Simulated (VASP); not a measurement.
## Ta3N: single point with PBE

Ta3N:

```
Ta N
1.0
     3.07213    0.00000    0.00000
    -1.53606    2.66054    0.00000
     0.00000    0.00000    7.62315
Ta N
3 1
Direct
  0.66667 0.33333 0.82607
  0.33333 0.66667 0.17393
  0.00000 0.00000 0.50000
  0.00000 0.00000 0.00000
```

- Program: VASP 6.6.1
- Task: single point
- Functional: PBE
- Potentials or basis: VASP PAW PBE potentials, release 64 (Ta_pv, N)
- Cutoff: 520 eV
- k mesh: 10 × 10 × 4
- Occupations: fermi-dirac, width 0.05 eV
- Spin: no spin polarisation
- Dipole correction: no
- Further INCAR settings: ALGO = Normal; EDIFF = 1e-07; NBANDS = 27

```yaml
Pressure: -9.4 GPa
Largest_force: 0.307 eV/Å
Band_gap_on_the_k_mesh: zero (band 19 reaches 6.61 eV, above the bottom of band 20 at 6.05 eV)
```

Forces in eV/Å, atoms in the order of the input:
```
Ta   0.000  0.000  0.307
Ta   0.000  0.000 -0.307
Ta   0.000  0.000  0.000
N    0.000  0.000  0.000
```

Stress tensor (GPa, compression positive):
```
-9.59  0.00  0.00
 0.00 -9.59  0.00
 0.00  0.00 -8.95
```

Levels at points of the mesh, in eV from the Fermi level:
```
           k point  band 17  band 18  band 19  band 20  band 21  band 22
(0.00, 0.00, 0.00)    -0.43    -0.43    -0.28     0.27     0.27     0.90
(0.50, 0.00, 0.00)    -1.19    -0.49     0.15     0.67     0.76     3.31
(0.00, 0.00, 0.50)    -1.09    -0.22    -0.22     0.52     0.52     1.17
(0.50, 0.00, 0.50)    -1.35    -1.20     0.08     0.88     1.19     2.30
```

Run time: 64 s on 1 thread of Intel(R) Xeon(R) 6975P-C (Granite Rapids), on a shared host, peak memory 0.22 GiB.

Caveat: spin-orbit coupling is left out, which moves the levels of the heavy elements.
